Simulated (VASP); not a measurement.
# HfC in VASP: further runs

Runs on HfC. Level: LDA. Tasks: single point.

All numbers are computed with VASP 6.6.1; they aren't measurements. Logs are shortened: lines on timing, memory, paths and dates and some standing lists are left out, and cuts for length are marked.

## 1. The cell of the first run

The structure is hexagonal, space group P6_3/mmc (No. 194). Conventional cell: a = 3.343 Å, b = 3.343 Å, c = 5.203 Å, α = 90.00°, β = 90.00°, γ = 120.00°. Within 3.1 Å of Hf (site symmetry -6m2) lie 6 C at 2.33 Å. Within 3.1 Å of C (site symmetry -3m) lie 6 Hf at 2.33 Å and 2 C at 2.60 Å.

## 2. Single point, LDA

Input file INCAR:

```
PREC     = Accurate       # precision mode
ENCUT    = 520            # plane-wave cutoff, eV
EDIFF    = 1E-7           # SCF threshold, eV
ISMEAR   = 1              # smearing method
SIGMA    = 0.05           # smearing width, eV
LREAL    = False          # projectors in reciprocal space
LASPH    = True           # aspherical terms in the spheres
NELM     = 80             # most SCF steps
ALGO     = Normal         # electronic algorithm
ISIF     = 2              # what is computed and relaxed
LWAVE    = False          # write WAVECAR
LCHARG   = True           # write CHGCAR
GGA      = CA             # functional
LELF     = True           # ELF
LVHAR    = True         
NBANDS   = 22             # bands
```

Input file KPOINTS:

```
Automatic mesh
0
Gamma
  12 12 7
```

Input file POSCAR:

```
HfC
1.0
    3.3428660000      0.0000000000      0.0000000000
   -1.6714330000      2.8950070000      0.0000000000
    0.0000000000      0.0000000000      5.2027140000
Hf C
2 2
Direct
    0.6666666667      0.3333333333      0.7500000000
    0.3333333333      0.6666666667      0.2500000000
    0.0000000000      0.0000000000      0.0000000000
    0.0000000000      0.0000000000      0.5000000000
```

Potentials or basis: VASP PAW LDA potentials, release 64 (Hf_pv, C).

Started as:

```console
cat potpaw_LDA.64/Hf_pv/POTCAR potpaw_LDA.64/C/POTCAR > POTCAR
mpirun -np 1 vasp_std > vasp.out
```

OUTCAR:

```text
PREC = Accurate
   ENCUT = 520
   EDIFF = 1E-7
   ISMEAR = 1
   LREAL = False
   LASPH = True
   NELM = 80
   ISIF = 2
   GGA = CA

 ion  position               nearest neighbor table
   1  0.667  0.333  0.750-   3 2.33   4 2.33   3 2.33   4 2.33   3 2.33   4 2.33   2 3.24   2 3.24
                             2 3.24   2 3.24   2 3.24   2 3.24
   2  0.333  0.667  0.250-   3 2.33   4 2.33   3 2.33   4 2.33   3 2.33   4 2.33   1 3.24   1 3.24
                             1 3.24   1 3.24   1 3.24   1 3.24
   3  0.000  0.000  0.000-   1 2.33   2 2.33   1 2.33   2 2.33   1 2.33   2 2.33
   4  0.000  0.000  0.500-   1 2.33   2 2.33   1 2.33   2 2.33   1 2.33   2 2.33

  LATTYP: Found a hexagonal cell.
 ALAT       =     3.3428660000
 C/A-ratio  =     1.5563633122

  Lattice vectors:

 A1 = (   3.3428660000,   0.0000000000,   0.0000000000)
 A2 = (  -1.6714330000,   2.8950070000,   0.0000000000)
 A3 = (   0.0000000000,   0.0000000000,   5.2027140000)

Analysis of symmetry for initial positions (statically):
=====================================================================
 Subroutine PRICEL returns:
 Original cell was already a primitive cell.

 Routine SETGRP: Setting up the symmetry group for a
 hexagonal supercell.

 Subroutine GETGRP returns: Found 24 space group operations
 (whereof 12 operations were pure point group operations)
 out of a pool of 24 trial point group operations.

The static configuration has the point symmetry D_3d.
 The point group associated with its full space group is D_6h.

Analysis of symmetry for dynamics (positions and initial velocities):
=====================================================================
 Subroutine PRICEL returns:
 Original cell was already a primitive cell.

 Routine SETGRP: Setting up the symmetry group for a
 hexagonal supercell.

 Subroutine GETGRP returns: Found 24 space group operations
 (whereof 12 operations were pure point group operations)
 out of a pool of 24 trial point group operations.

The dynamic configuration has the point symmetry D_3d.
 The point group associated with its full space group is D_6h.

 Subroutine INISYM returns: Found 24 space group operations
 (whereof 12 operations are pure point group operations),
 and found     1 'primitive' translations

----------------------------------------------------------------------------------------

                                     Primitive cell

  volume of cell :      50.3499

  direct lattice vectors                    reciprocal lattice vectors
     3.342866000  0.000000000  0.000000000     0.299144507  0.172711154  0.000000000
    -1.671433000  2.895007000  0.000000000     0.000000000  0.345422308  0.000000000
     0.000000000  0.000000000  5.202714000     0.000000000  0.000000000  0.192207375

  length of vectors
     3.342866000  3.342866106  5.202714000     0.345422319  0.345422308  0.192207375

  position of ions in fractional coordinates (direct lattice)
     0.666666667  0.333333333  0.750000000
     0.333333333  0.666666667  0.250000000
     0.000000000  0.000000000  0.000000000
     0.000000000  0.000000000  0.500000000

  ion indices of the primitive-cell ions
   primitive index   ion index
                 1           1
                 2           2
                 3           3
                 4           4

----------------------------------------------------------------------------------------

 KPOINTS: Automatic mesh

Automatic generation of k-mesh.
 Grid dimensions read from file:
 generate k-points for:   12   12    7

 Generating k-lattice:

  Cartesian coordinates                     Fractional coordinates (reciprocal lattice)
     0.024928709  0.014392596  0.000000000     0.083333333 -0.000000000  0.000000000
     0.000000000  0.028785192  0.000000000     0.000000000  0.083333333  0.000000000
     0.000000000  0.000000000  0.027458196     0.000000000  0.000000000  0.142857143

  Length of vectors
     0.028785193  0.028785192  0.027458196

  Shift w.r.t. Gamma in fractional coordinates (k-lattice)
     0.000000000  0.000000000  0.000000000

 Subroutine IBZKPT returns following result:
 ===========================================

 Found     76 irreducible k-points:

 Following reciprocal coordinates:
            Coordinates               Weight
  0.000000  0.000000  0.000000      1.000000
  0.083333 -0.000000  0.000000      6.000000
  0.166667  0.000000  0.000000      6.000000
  0.250000  0.000000  0.000000      6.000000
  0.333333  0.000000  0.000000      6.000000
  0.416667  0.000000  0.000000      6.000000
[... 16 lines left out ...]
  0.250000  0.000000  0.142857     12.000000
  0.333333  0.000000  0.142857     12.000000
 [... further k-points ...]
   k-points           NKPTS =     76   k-points in BZ     NKDIM =     76   number of bands    NBANDS=     22
   number of dos      NEDOS =    301   number of ions     NIONS =      4
   total plane-waves  NPLWV =  31360
   dimension x,y,z NGX =    28 NGY =   28 NGZ =   40
   dimension x,y,z NGXF=    56 NGYF=   56 NGZF=   80
   ions per type =               2   2
   NGX,Y,Z   is equivalent  to a cutoff of  13.92, 13.92, 12.78 a.u.
   NGXF,Y,Z  is equivalent  to a cutoff of  27.85, 27.85, 25.56 a.u.
 SYSTEM =  unknown system
   PREC   = accura    normal or accurate (medium, high low for compatibility)
   ISTART =      0    job   : 0-new  1-cont  2-samecut
   ICHARG =      2    charge: 1-file 2-atom 10-const
   ISPIN  =      1    spin polarized calculation?
   LNONCOLLINEAR =      F non collinear calculations
   LSORBIT =      F    spin-orbit coupling
   LASPH  =      T    aspherical Exc in radial PAW
   ENCUT  =  520.0 eV  38.22 Ry    6.18 a.u.   6.22  6.22  9.67*2*pi/ulx,y,z
   NELM   =     80;   NELMIN=  2; NELMDL= -5     # of ELM steps
   EDIFF  = 0.1E-06   stopping-criterion for ELM
   LREAL  =      F    real-space projection
   EDIFFG = 0.1E-05   stopping-criterion for IOM
   NSW    =      0    number of steps for IOM
   IBRION =     -1    ionic relax: 0-MD 1-quasi-New 2-CG
   NFREE  =      0    steps in history (QN), initial steepest desc. (CG)
   ISIF   =      2    stress and relaxation
   ISYM   =      2    0-nonsym 1-usesym 2-fastsym
   POTIM  = 0.5000    time-step for ionic-motion
   TEBEG  =    0.0;   TEEND  =   0.0 temperature during run
   PSTRESS=    0.0 pullay stress
   NELECT =      28.0000    total number of electrons
   NUPDOWN=      -1.0000    fix difference up-down
   EMIN   =  10.00;   EMAX   =-10.00  energy-range for DOS
   EFERMI =   0.00;   METHOD = LEGACY
   ISMEAR =     1;   SIGMA  =   0.05  broadening in eV -4-tet -1-fermi 0-gaus
   EFERMI_NEDOS =   21; number of points for ismear=-14 and -15
   IALGO  =     38    algorithm
   IMIX   =      4    mixing-type and parameters
     AMIX     =   0.40;   BMIX     =  1.00
     AMIX_MAG =   1.60;   BMIX_MAG =  1.00
  volume/ion in A,a.u.               =      12.59        84.94
  Fermi-wavevector in a.u.,A,eV,Ry     =   1.346257  2.544057 24.659309  1.812408
  Thomas-Fermi vector in A             =   2.474104
   LORBIT       =      0    0 simple, 1 ext, 2 COOP (PROOUT), +10 PAW based schemes
   GGA     = CA    functional components
   LHFCALC =     F    Hartree Fock is set to
   AEXX    =    0.0000 exact exchange contribution
   IVDW    =     0    specifies the selected vdW correction
   LEPSILON=     F    determine dielectric tensor
   LRPA    =     F    only Hartree local field effects (RPA)
 non-spin polarized calculation
 Methfessel and Paxton  Order N= 1 SIGMA  =   0.05
  energy-cutoff  :      520.00
  volume of cell :       50.35
 maximum number of plane-waves:      1375
 NGX is ok and might be reduce to    28
   NGX = 13   NGY = 13   NGZ = 19

 number of electron      28.0000002 magnetization

 Free energy of the ion-electron system (eV)
  ---------------------------------------------------
  ext. energy  EPLUGINS =         0.00000000
  ---------------------------------------------------
  free energy    TOTEN  =       -44.95152343 eV

  energy without entropy =      -44.95148793  energy(sigma->0) =      -44.95151159

 E-fermi :   6.3914     XC(G=0): -12.4801

 val. band max:        6.3129367752   @ k =   0.0833   0.0833   0.0000
 cond. band min:       6.4112268082   @ k =   0.2500   0.2500   0.2857
 fundamental gap:      0.0982900330
 Fermi energy:         6.3914063995

 k-point     1 :       0.0000    0.0000    0.0000
  band No.  band energies     occupation
      1     -24.1712      2.00000
      2     -23.5831      2.00000
      3     -23.5831      2.00000
      4     -23.4913      2.00000
      5     -23.4913      2.00000
      6     -23.4162      2.00000
[... 14 lines left out ...]
     21      10.4095      0.00000
     22      14.3671      0.00000

 k-point     2 :       0.0833   -0.0000    0.0000
  band No.  band energies     occupation
      1     -24.1547      2.00000
      2     -23.6164      2.00000
      3     -23.5960      2.00000
      4     -23.5228      2.00000
      5     -23.4926      2.00000
      6     -23.4226      2.00000
[... 14 lines left out ...]
     21      10.7629      0.00000
     22      14.0432      0.00000

 k-point     3 :       0.1667    0.0000    0.0000
  band No.  band energies     occupation
      1     -24.1075      2.00000
      2     -23.7081      2.00000
      3     -23.6286      2.00000
      4     -23.6057      2.00000
      5     -23.4986      2.00000
      6     -23.4419      2.00000
[... 14 lines left out ...]
     21      11.8389      0.00000
     22      13.3051      0.00000
[... 476 lines left out ...]
 k-point    23 :       0.2500    0.0000    0.1429
  band No.  band energies     occupation
      1     -24.0303      2.00000
      2     -23.8143      2.00000
      3     -23.7314      2.00000
      4     -23.6615      2.00000
      5     -23.5183      2.00000
      6     -23.4838      2.00000
[... 14 lines left out ...]
     21      12.7180      0.00000
     22      12.8470      0.00000

 k-point    24 :       0.3333    0.0000    0.1429
  band No.  band energies     occupation
      1     -24.0175      2.00000
      2     -23.8893      2.00000
      3     -23.8205      2.00000
      4     -23.6986      2.00000
      5     -23.5334      2.00000
      6     -23.5197      2.00000
[... 14 lines left out ...]
     21      12.5337      0.00000
     22      13.2560      0.00000

 [... further k-points ...]

------------------------ aborting loop because EDIFF is reached ----------------------------------------

  FORCE on cell =-STRESS in cart. coord.  units (eV):
  Direction    XX          YY          ZZ          XY          YZ          ZX
  --------------------------------------------------------------------------------------
  -------------------------------------------------------------------------------------
  Total       -3.9431557     -3.9431560     -3.8776108      0.0000000      0.0000000     -0.0000000
  in kB     -125.4746436   -125.4746543   -123.3889464      0.0000000      0.0000000     -0.0000000
  external PRESSURE =    -124.7794148 kB  Pullay stress =       0.0000000 kB

 VOLUME and BASIS-vectors are now :
 -----------------------------------------------------------------------------
  energy-cutoff  :      520.00
  volume of cell :       50.35
      direct lattice vectors                 reciprocal lattice vectors
     3.342866000  0.000000000  0.000000000     0.299144507  0.172711154  0.000000000
    -1.671433000  2.895007000  0.000000000     0.000000000  0.345422308  0.000000000
     0.000000000  0.000000000  5.202714000     0.000000000  0.000000000  0.192207375

 POSITION                                       TOTAL-FORCE (eV/Angst)
 -----------------------------------------------------------------------------------
      1.67143      0.96500      3.90204        -0.000000      0.000000      0.000000
     -0.00000      1.93000      1.30068         0.000000     -0.000000      0.000000
      0.00000      0.00000      0.00000         0.000000      0.000000      0.000000
      0.00000      0.00000      2.60136         0.000000      0.000000      0.000000
 -----------------------------------------------------------------------------------
    total drift:                               -0.000000      0.000000     -0.000000

  FREE ENERGIE OF THE ION-ELECTRON SYSTEM (eV)
  ---------------------------------------------------
  free  energy   TOTEN  =       -44.9515234261 eV

  energy  without entropy=      -44.9514879256  energy(sigma->0) =      -44.95151159
```

Wall time 3.2 min (1 thread of Intel Xeon 8259CL, shared host); peak memory 0.21 GiB.

Results:

- Free energy: -44.9515 eV
- Pressure: -12.5 GPa
- Band gap on the k mesh: zero (bands 14 and 15 overlap by 1.20 eV)

Levels at points of the mesh, in eV from the Fermi level:
```csv
k point,band 10,band 11,band 12,band 13,band 14,band 15,band 16,band 17,band 18,band 19
"(0.00, 0.00, 0.00)",-3.19,-3.19,-1.30,-1.30,0.88,1.29,1.29,1.76,1.76,2.19
"(0.50, 0.00, 0.00)",-4.11,-3.57,-3.34,-1.88,-1.18,1.34,4.17,4.62,4.65,5.37
```

Caveat: the cell stands under tension; spin-orbit coupling is left out, which moves the levels of the heavy elements.

## 3. Single point, LDA

Input file INCAR:

```
PREC = Accurate ; ENCUT = 520
EDIFF = 1E-7 ; ISMEAR = 1
SIGMA = 0.05 ; LREAL = False
LASPH = True ; NELM = 100
ALGO = Normal ; ISIF = 2
LWAVE = False ; LCHARG = True
LELF = True ; LVHAR = True
NBANDS = 22
```

KPOINTS is that of step 2.

POSCAR: that of step 2 with these lines changed.

```diff
@@ -2,4 +2,4 @@
 1.0
-    3.3428660000      0.0000000000      0.0000000000
-   -1.6714330000      2.8950070000      0.0000000000
+    3.3428660000     -0.0167143300      0.0000000000
+   -1.6859080350      2.9033641650      0.0000000000
     0.0000000000      0.0000000000      5.2027140000
```

Potentials or basis: VASP PAW LDA potentials, release 64 (Hf_pv, C).

Started as:

```console
cat potpaw_LDA.64/Hf_pv/POTCAR potpaw_LDA.64/C/POTCAR > POTCAR
mpirun -np 1 vasp_std > vasp.out
```

It took 12 min on 1 thread of Intel Xeon 8259CL, shared host; peak memory 0.38 GiB.

It converged, with:

| Property | Result |
| --- | --- |
| Free energy | -44.9493 eV |
| Pressure | -12.5 GPa |
| Largest force | 0.005 eV/Å |
| Band gap on the k mesh | zero (bands 14 and 15 overlap by 1.23 eV) |

Forces on the atoms (eV/Å):
```
Hf  -0.005  0.002  0.000
Hf   0.005 -0.002  0.000
C    0.000  0.000  0.000
C    0.000  0.000  0.000
```

Stress tensor (GPa, compression positive):
```
-12.51   1.47   0.00
  1.47 -12.53   0.00
  0.00   0.00 -12.36
```

Levels at points of the mesh, in eV from the Fermi level:
| k point | band 10 | band 11 | band 12 | band 13 | band 14 | band 15 | band 16 | band 17 | band 18 | band 19 |
| --- | --- | --- | --- | --- | --- | --- | --- | --- | --- | --- |
| (0.00, 0.00, 0.00) | -3.23 | -3.13 | -1.30 | -1.27 | 0.89 | 1.23 | 1.38 | 1.75 | 1.80 | 2.20 |
| (0.50, 0.00, 0.00) | -4.08 | -3.60 | -3.34 | -1.85 | -1.20 | 1.36 | 4.18 | 4.62 | 4.67 | 5.40 |
| (0.00, 0.50, 0.00) | -4.10 | -3.56 | -3.33 | -1.87 | -1.17 | 1.35 | 4.18 | 4.63 | 4.66 | 5.37 |
| (0.50, 0.50, 0.00) | -4.11 | -3.50 | -3.32 | -1.88 | -1.14 | 1.34 | 4.19 | 4.59 | 4.71 | 5.36 |

Caveat: the cell stands under tension; spin-orbit coupling is left out, which moves the levels of the heavy elements.

The gap in the log of VASP goes by the Fermi energy; the results here count the filled bands.